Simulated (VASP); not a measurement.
# I (Cmce) in VASP: single point with PBE

Aim: the single point of I with PBE.

Program: VASP 6.6.1. These are calculated values, not measurements. Logs are shortened: lines on timing, memory, paths and dates and some standing lists are left out, and cuts for length are marked.

### 1 The cell of the first run

Symmetry: Cmce, No. 64, orthorhombic system. Conventional cell: a = 7.023 Å, b = 4.717 Å, c = 9.182 Å, α = 90.00°, β = 90.00°, γ = 90.00°. Within 3.2 Å of I (site symmetry m) lie 1 I at 2.39 Å.

### 2 Single point, PBE (Br replaced by I, lengths x 1.095, strained)

INCAR reads:

```
SYSTEM = I
  PREC = Accurate
  ENCUT = 520
  EDIFF = 1E-6
  ISMEAR = 0
  SIGMA = 0.02
  LREAL = .False.
  LASPH = .True.
  NELM = 100
  ALGO = Normal
  ISIF = 2
  LWAVE = .False.
  LCHARG = .False.
  GGA = PE
  NBANDS = 22
```

KPOINTS reads:

```
regular mesh
0
Gamma
  8 8 4
  0 0 0
```

POSCAR reads:

```
I
1.0
    3.5117044748     -2.3586860640      0.0000000000
    3.5117044748      2.3586860640      0.0000000000
    0.0000000000      0.0000000000      9.1820278920
I
4
Direct
    0.1350000000      0.8650000000      0.1100000000
    0.6350000000      0.3650000000      0.3900000000
    0.8650000000      0.1350000000      0.8900000000
    0.3650000000      0.6350000000      0.6100000000
```

Potentials or basis: VASP PAW PBE potentials, release 64 (I).

Command:

```bash
$ cat potpaw_PBE.64/I/POTCAR > POTCAR
$ mpirun -np 1 vasp_std > vasp.out
```

OUTCAR:

```text
SYSTEM = I
   PREC = Accurate
   ENCUT = 520
   EDIFF = 1E-6
   ISMEAR = 0
   LREAL = .False.
   LASPH = .True.
   NELM = 100
   ISIF = 2
   GGA = PE

 ion  position               nearest neighbor table
   1  0.135  0.865  0.110-   3 2.39   2 3.49   2 3.49
   2  0.635  0.365  0.390-   4 2.39   1 3.49   1 3.49
   3  0.865  0.135  0.890-   1 2.39   4 3.49   4 3.49
   4  0.365  0.635  0.610-   2 2.39   3 3.49   3 3.49

  LATTYP: Found a base centered orthorhombic cell.
 ALAT       =     4.7173721280
 B/A-ratio  =     1.4888392857
 C/A-ratio  =     1.9464285714

  Lattice vectors:

 A1 = (  -3.5117044748,  -2.3586860640,   0.0000000000)
 A2 = (   3.5117044748,  -2.3586860640,   0.0000000000)
 A3 = (   0.0000000000,   0.0000000000,   9.1820278920)

Analysis of symmetry for initial positions (statically):
=====================================================================
 Subroutine PRICEL returns:
 Original cell was already a primitive cell.

 Routine SETGRP: Setting up the symmetry group for a
 base centered orthorhombic supercell.

 Subroutine GETGRP returns: Found  8 space group operations
 (whereof  4 operations were pure point group operations)
 out of a pool of  8 trial point group operations.

The static configuration has the point symmetry C_2h.
 The point group associated with its full space group is D_2h.

Analysis of symmetry for dynamics (positions and initial velocities):
=====================================================================
 Subroutine PRICEL returns:
 Original cell was already a primitive cell.

 Routine SETGRP: Setting up the symmetry group for a
 base centered orthorhombic supercell.

 Subroutine GETGRP returns: Found  8 space group operations
 (whereof  4 operations were pure point group operations)
 out of a pool of  8 trial point group operations.

The dynamic configuration has the point symmetry C_2h.
 The point group associated with its full space group is D_2h.

 Subroutine INISYM returns: Found  8 space group operations
 (whereof  4 operations are pure point group operations),
 and found     1 'primitive' translations

----------------------------------------------------------------------------------------

                                     Primitive cell

[... 89 lines left out ...]
   LNONCOLLINEAR =      F non collinear calculations
   LSORBIT =      F    spin-orbit coupling
   LASPH  =      T    aspherical Exc in radial PAW
   ENCUT  =  520.0 eV  38.22 Ry    6.18 a.u.   7.87  7.87 17.07*2*pi/ulx,y,z
   NELM   =    100;   NELMIN=  2; NELMDL= -5     # of ELM steps
   EDIFF  = 0.1E-05   stopping-criterion for ELM
   LREAL  =      F    real-space projection
   EDIFFG = 0.1E-04   stopping-criterion for IOM
   NSW    =      0    number of steps for IOM
   IBRION =     -1    ionic relax: 0-MD 1-quasi-New 2-CG
   NFREE  =      0    steps in history (QN), initial steepest desc. (CG)
   ISIF   =      2    stress and relaxation
   ISYM   =      2    0-nonsym 1-usesym 2-fastsym
   POTIM  = 0.5000    time-step for ionic-motion
   TEBEG  =    0.0;   TEEND  =   0.0 temperature during run
   PSTRESS=    0.0 pullay stress
   NELECT =      28.0000    total number of electrons
   NUPDOWN=      -1.0000    fix difference up-down
   EMIN   =  10.00;   EMAX   =-10.00  energy-range for DOS
   EFERMI =   0.00;   METHOD = LEGACY
   ISMEAR =     0;   SIGMA  =   0.02  broadening in eV -4-tet -1-fermi 0-gaus
   EFERMI_NEDOS =   21; number of points for ismear=-14 and -15
   IALGO  =     38    algorithm
   IMIX   =      4    mixing-type and parameters
     AMIX     =   0.40;   BMIX     =  1.00
     AMIX_MAG =   1.60;   BMIX_MAG =  1.00
  volume/ion in A,a.u.               =      38.03       256.62
  Fermi-wavevector in a.u.,A,eV,Ry     =   0.931269  1.759844 11.799822  0.867262
  Thomas-Fermi vector in A             =   2.057745
   LORBIT       =      0    0 simple, 1 ext, 2 COOP (PROOUT), +10 PAW based schemes
   GGA     = PE    functional components
   LHFCALC =     F    Hartree Fock is set to
   AEXX    =    0.0000 exact exchange contribution
   IVDW    =     0    specifies the selected vdW correction
   LEPSILON=     F    determine dielectric tensor
   LRPA    =     F    only Hartree local field effects (RPA)
 non-spin polarized calculation
 Gauss-broadening in eV      SIGMA  =   0.02
  energy-cutoff  :      520.00
  volume of cell :      152.11
 maximum number of plane-waves:      4124
   NGX = 15   NGY = 15   NGZ = 35

 number of electron      28.0000004 magnetization

 Free energy of the ion-electron system (eV)
  ---------------------------------------------------
  ext. energy  EPLUGINS =         0.00000000
  ---------------------------------------------------
  free energy    TOTEN  =        -3.97812349 eV

  energy without entropy =       -3.97812349  energy(sigma->0) =       -3.97812349

 E-fermi :   4.0897     XC(G=0):  -8.4468

 val. band max:        3.9929171738   @ k =   0.5000   0.0000   0.5000
 cond. band min:       6.0626596543   @ k =   0.5000   0.5000   0.5000
 fundamental gap:      2.0697424805
 Fermi energy:         4.0896569914

 k-point     1 :       0.0000    0.0000    0.0000
  band No.  band energies     occupation
      1     -11.2093      2.00000
      2     -10.8224      2.00000
      3      -7.6828      2.00000
      4      -6.4445      2.00000
      5      -1.6088      2.00000
      6       0.1105      2.00000
[... 589 lines left out ...]
     21      10.7353      0.00000
     22      11.3780      0.00000

 [... further k-points ...]

------------------------ aborting loop because EDIFF is reached ----------------------------------------

  FORCE on cell =-STRESS in cart. coord.  units (eV):
  Direction    XX          YY          ZZ          XY          YZ          ZX
  --------------------------------------------------------------------------------------
  -------------------------------------------------------------------------------------
  Total        1.6697659     10.7787902     24.3543282      0.0000000     -0.0000000      0.0000000
  in kB       17.5877167    113.5334662    256.5251975      0.0000000     -0.0000000      0.0000000
  external PRESSURE =     129.2154601 kB  Pullay stress =       0.0000000 kB

 VOLUME and BASIS-vectors are now :
 -----------------------------------------------------------------------------
  energy-cutoff  :      520.00
  volume of cell :      152.11
      direct lattice vectors                 reciprocal lattice vectors
     3.511704475 -2.358686064  0.000000000     0.142381001 -0.211982429  0.000000000
     3.511704475  2.358686064  0.000000000     0.142381001  0.211982429  0.000000000
     0.000000000  0.000000000  9.182027892     0.000000000  0.000000000  0.108908404

 POSITION                                       TOTAL-FORCE (eV/Angst)
 -----------------------------------------------------------------------------------
      3.51170      1.72184      1.01002         0.000000     -3.392317      5.183167
      3.51170     -0.63685      3.58099         0.000000     -3.392317     -5.183167
      3.51170     -1.72184      8.17200         0.000000      3.392317     -5.183167
      3.51170      0.63685      5.60104         0.000000      3.392317      5.183167
 -----------------------------------------------------------------------------------
    total drift:                                0.000000     -0.000000     -0.000000

  FREE ENERGIE OF THE ION-ELECTRON SYSTEM (eV)
  ---------------------------------------------------
  free  energy   TOTEN  =        -3.9781234914 eV

  energy  without entropy=       -3.9781234914  energy(sigma->0) =       -3.97812349
```

OSZICAR:

```text
N       E                     dE             d eps       ncg     rms          rms(c)
DAV:   1     0.159252689006E+03    0.15925E+03   -0.10550E+04  2772   0.103E+03
DAV:   2     0.796575013503E+01   -0.15129E+03   -0.14554E+03  3772   0.159E+02
DAV:   3    -0.390326402253E+01   -0.11869E+02   -0.11826E+02  3666   0.512E+01
DAV:   4    -0.414497365418E+01   -0.24171E+00   -0.24166E+00  3512   0.852E+00
DAV:   5    -0.415137254103E+01   -0.63989E-02   -0.63988E-02  3652   0.136E+00    0.166E+01
DAV:   6    -0.401935706865E+01    0.13202E+00   -0.11598E-01  3276   0.165E+00    0.111E+01
DAV:   7    -0.398724705964E+01    0.32110E-01   -0.29192E-01  3288   0.253E+00    0.108E+00
DAV:   8    -0.397804389070E+01    0.92032E-02   -0.40990E-02  3054   0.103E+00    0.535E-01
DAV:   9    -0.397802265982E+01    0.21231E-04   -0.21554E-03  3396   0.231E-01    0.101E-01
DAV:  10    -0.397810916740E+01   -0.86508E-04   -0.97655E-05  3358   0.611E-02    0.695E-02
DAV:  11    -0.397812036803E+01   -0.11201E-04   -0.24647E-05  3400   0.240E-02    0.772E-03
DAV:  12    -0.397812337895E+01   -0.30109E-05   -0.35271E-06  3226   0.102E-02    0.829E-03
DAV:  13    -0.397812349139E+01   -0.11243E-06   -0.25070E-07  2028   0.281E-03
   1 F= -.39781235E+01 E0= -.39781235E+01  d E =-.121706E-13
```

stdout:

```text
POSCAR found type information on POSCAR I
 POSCAR found :  1 types and       4 ions
 scaLAPACK will be used
 LDA part: xc-table for (Slater+PW92), standard interpolation
 POSCAR, INCAR and KPOINTS ok, starting setup
 FFT: planning ... GRIDC
 FFT: planning ... GRID_SOFT
 FFT: planning ... GRID
 WAVECAR not read
 entering main loop
```

Wall time 92 s (1 thread of AMD EPYC 9R45 (Zen 5), shared host); peak memory 0.3 GiB.

What came out:

```
Free energy            : -3.9781 eV
Pressure               : 12.9 GPa
Largest force          : 6.195 eV/Å
Band gap on the k mesh : 2.07 eV (least direct gap 2.41 eV)
```

Forces in eV/Å, atoms in the order of the input:
```
I    0.000 -3.392  5.183
I    0.000 -3.392 -5.183
I    0.000  3.392 -5.183
I    0.000  3.392  5.183
```

Stress tensor (GPa, compression positive):
```
 1.76  0.00  0.00
 0.00 11.35  0.00
 0.00  0.00 25.65
```

Caveat: the cell differs from its parent crystal (Br replaced by I, lengths x 1.095, strained); the cell stands under pressure; this functional lacks dispersion, which holds the molecules together, so the pressure and a relaxed volume are unreliable; spin-orbit coupling is left out, which moves the levels of the heavy elements; forces of over 1 eV/Å act on the atoms, so gaps and moduli don't describe the material at rest. A k mesh can miss the band edges.
